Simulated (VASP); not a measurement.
# C (Pm-3m) in VASP: single point with PBE-based screened hybrid

Aim: the single point of C with PBE-based screened hybrid.

Program: VASP 6.6.1. These are calculated values, not measurements. Logs are shortened: lines on timing, memory, paths and dates and some standing lists are left out, and cuts for length are marked.

## (1) The cell of the first run

The structure is cubic, space group Pm-3m (No. 221). The conventional cell has a = 2.620 Å, b = 2.620 Å, c = 2.620 Å, α = 90.00°, β = 90.00°, γ = 90.00°. C (site symmetry 4/mmm) has 8 C at 1.85 Å within 2.5 Å.

## (2) Single point, PBE-based screened hybrid

Input file POSCAR:

```
C
1.0
    2.6197200000      0.0000000000      0.0000000000
    0.0000000000      2.6197200000      0.0000000000
    0.0000000000      0.0000000000      2.6197200000
C
3
Direct
    0.0000000000      0.5000000000      0.5000000000
    0.5000000000      0.0000000000      0.5000000000
    0.5000000000      0.5000000000      0.0000000000
```

Input file INCAR.step1:

```
SYSTEM = C
PREC = Accurate
ENCUT = 520
EDIFF = 1E-5
ISMEAR = -1
SIGMA = 0.05
LREAL = .FALSE.
LASPH = .TRUE.
NELM = 100
ALGO = Normal
ISIF = 2
LWAVE = .TRUE.
LCHARG = .FALSE.
NBANDS = 13
GGA = PE
```

Input file INCAR.step2:

```
SYSTEM = C
PREC = Accurate
ENCUT = 520
EDIFF = 1E-7
ISMEAR = -1
SIGMA = 0.05
LREAL = .FALSE.
LASPH = .TRUE.
NELM = 100
ALGO = Normal
ISIF = 2
LWAVE = .FALSE.
LCHARG = .FALSE.
GGA = PE
LHFCALC = .TRUE.
AEXX = 0.5
HFSCREEN = 0.2
PRECFOCK = Normal
NBANDS = 13
ISTART = 1
```

Input file KPOINTS:

```
regular mesh
0
G
  5 5 5
  0 0 0
```

Potentials or basis: VASP PAW PBE potentials, release 64 (C).

Started as:

```sh
cat potpaw_PBE.64/C/POTCAR > POTCAR
cp INCAR.step1 INCAR
mpirun -np 1 vasp_std > vasp.out
cp INCAR.step2 INCAR
mpirun -np 1 vasp_std > vasp.out
```

OUTCAR:

```text
SYSTEM = C
   PREC = Accurate
   ENCUT = 520
   EDIFF = 1E-7
   ISMEAR = -1
   LREAL = .FALSE.
   LASPH = .TRUE.
   NELM = 100
   ISIF = 2
   GGA = PE
   LHFCALC = .TRUE.
   AEXX = 0.5
   HFSCREEN = 0.2
   PRECFOCK = Normal
   ISTART = 1

 ion  position               nearest neighbor table
   1  0.000  0.500  0.500-   2 1.85   3 1.85   3 1.85   2 1.85   2 1.85   3 1.85   3 1.85   2 1.85

   2  0.500  0.000  0.500-   1 1.85   3 1.85   3 1.85   1 1.85   3 1.85   3 1.85   1 1.85   1 1.85

   3  0.500  0.500  0.000-   1 1.85   2 1.85   1 1.85   2 1.85   2 1.85   2 1.85   1 1.85   1 1.85

  LATTYP: Found a simple cubic cell.
 ALAT       =     2.6197200000

  Lattice vectors:

 A1 = (   2.6197200000,   0.0000000000,   0.0000000000)
 A2 = (   0.0000000000,   2.6197200000,   0.0000000000)
 A3 = (   0.0000000000,   0.0000000000,   2.6197200000)

Analysis of symmetry for initial positions (statically):
=====================================================================
 Subroutine PRICEL returns:
 Original cell was already a primitive cell.

 Routine SETGRP: Setting up the symmetry group for a
 simple cubic supercell.

 Subroutine GETGRP returns: Found 48 space group operations
 (whereof 48 operations were pure point group operations)
 out of a pool of 48 trial point group operations.

The static configuration has the point symmetry O_h .

Analysis of symmetry for dynamics (positions and initial velocities):
=====================================================================
 Subroutine PRICEL returns:
 Original cell was already a primitive cell.

 Routine SETGRP: Setting up the symmetry group for a
 simple cubic supercell.

 Subroutine GETGRP returns: Found 48 space group operations
 (whereof 48 operations were pure point group operations)
 out of a pool of 48 trial point group operations.

The dynamic configuration has the point symmetry O_h .

 Subroutine INISYM returns: Found 48 space group operations
 (whereof 48 operations are pure point group operations),
 and found     1 'primitive' translations

----------------------------------------------------------------------------------------

                                     Primitive cell

  volume of cell :      17.9790

  direct lattice vectors                    reciprocal lattice vectors
     2.619720000  0.000000000  0.000000000     0.381720184  0.000000000  0.000000000
     0.000000000  2.619720000  0.000000000     0.000000000  0.381720184  0.000000000
     0.000000000  0.000000000  2.619720000     0.000000000  0.000000000  0.381720184

[... 91 lines left out ...]
  volume/ion in A,a.u.               =       5.99        40.44
  Fermi-wavevector in a.u.,A,eV,Ry     =   1.430695  2.703621 27.849602  2.046888
  Thomas-Fermi vector in A             =   2.550512
   LORBIT       =      0    0 simple, 1 ext, 2 COOP (PROOUT), +10 PAW based schemes
   GGA     = PE    functional components
   LHFCALC =     T    Hartree Fock is set to
   PRECFOCK=normal    Normal, Fast or Accurate (Low or Medium for compatibility)
   ENCUT4O =  -1.0   cutoff for four orbital integrals eV
   NKREDX  =     1    reduce k-point grid by
   NKREDY  =     1    reduce k-point grid by
   NKREDZ  =     1    reduce k-point grid by
   AEXX    =    0.5000 exact exchange contribution
   HFSCREEN=    0.2000 screening length (either q_TF or 0.3 A-1)
   HFSCREENC=   0.2000 screening length for correlation (either q_TF or 0.3 A-1)
   ENCUTFOCK=  -1.0 apply spherical cutoff to Coloumb kernel
   IVDW    =     0    specifies the selected vdW correction
   LEPSILON=     F    determine dielectric tensor
   LRPA    =     F    only Hartree local field effects (RPA)
 non-spin polarized calculation
  energy-cutoff  :      520.00
  volume of cell :       17.98
 maximum number of plane-waves:       497
 NGX is ok and might be reduce to    20
  NGX = 16; NGY = 16; NGZ = 16

 number of electron      11.9999999 magnetization

 Free energy of the ion-electron system (eV)
  ---------------------------------------------------
  ext. energy  EPLUGINS =         0.00000000
  ---------------------------------------------------
  free energy    TOTEN  =       -23.23519269 eV

  energy without entropy =      -23.23060477  energy(sigma->0) =      -23.23289873

 E-fermi :  11.0990     XC(G=0):  -8.4039

 val. band max:       11.0187195043   @ k =   0.4000   0.0000   0.0000
 cond. band min:      11.4470114155   @ k =   0.4000   0.2000   0.0000
 fundamental gap:      0.4282919112
 Fermi energy:        11.0990486727

 k-point     1 :       0.0000    0.0000    0.0000
  band No.  band energies     occupation
      1     -17.2166      2.00000
      2       0.8754      2.00000
      3       0.8754      2.00000
      4       0.8754      2.00000
      5       6.8817      2.00000
      6       6.8817      2.00000
      7      16.9964      0.00000
      8      16.9964      0.00000
      9      16.9964      0.00000
     10      17.4839      0.00000
     11      23.0146      0.00000
     12      23.0146      0.00000
     13      23.0146      0.00000
[... 130 lines left out ...]
  band No.  band energies     occupation
      1      -8.3062      2.00000
      2      -3.2175      2.00000
      3      -2.9084      2.00000
      4      -2.9084      2.00000
      5       1.4024      2.00000
      6       1.4024      2.00000
      7       3.4593      2.00000
      8      18.0659      0.00000
      9      23.1759      0.00000
     10      23.1759      0.00000
     11      24.1666      0.00000
     12      24.7811      0.00000
     13      24.7811      0.00000

------------------------ aborting loop because EDIFF is reached ----------------------------------------

  FORCE on cell =-STRESS in cart. coord.  units (eV):
  Direction    XX          YY          ZZ          XY          YZ          ZX
  --------------------------------------------------------------------------------------
  -------------------------------------------------------------------------------------
  Total       -1.2265372     -1.2265372     -1.2265372      0.0000000     -0.0000000      0.0000000
  in kB     -109.3016387   -109.3016387   -109.3016387      0.0000000     -0.0000000      0.0000000
  external PRESSURE =    -109.3016387 kB  Pullay stress =       0.0000000 kB

 VOLUME and BASIS-vectors are now :
 -----------------------------------------------------------------------------
  energy-cutoff  :      520.00
  volume of cell :       17.98
      direct lattice vectors                 reciprocal lattice vectors
     2.619720000  0.000000000  0.000000000     0.381720184  0.000000000  0.000000000
     0.000000000  2.619720000  0.000000000     0.000000000  0.381720184  0.000000000
     0.000000000  0.000000000  2.619720000     0.000000000  0.000000000  0.381720184

 POSITION                                       TOTAL-FORCE (eV/Angst)
 -----------------------------------------------------------------------------------
      0.00000      1.30986      1.30986         0.000000      0.000000      0.000000
      1.30986      0.00000      1.30986         0.000000      0.000000      0.000000
      1.30986      1.30986      0.00000         0.000000      0.000000      0.000000
 -----------------------------------------------------------------------------------
    total drift:                               -0.000002      0.000002      0.000001

  FREE ENERGIE OF THE ION-ELECTRON SYSTEM (eV)
  ---------------------------------------------------
  free  energy   TOTEN  =       -23.2351926889 eV

  energy  without entropy=      -23.2306047731  energy(sigma->0) =      -23.23289873
```

Run time: 2.2 min. Hardware: 1 thread of Intel Xeon Platinum 8375C at 2.90GHz (Ice Lake), shared host; peak memory 0.22 GiB.

Results:

```
Free energy            : -23.2352 eV
Pressure               : -10.9 GPa
Band gap on the k mesh : zero (band 6 reaches 11.76 eV, above the bottom of band 7 at 3.46 eV)
```

Caveat: the k points lie up to 0.48 Å⁻¹ apart; the PAW data sets were made with another functional, which shifts forces and pressure a little.
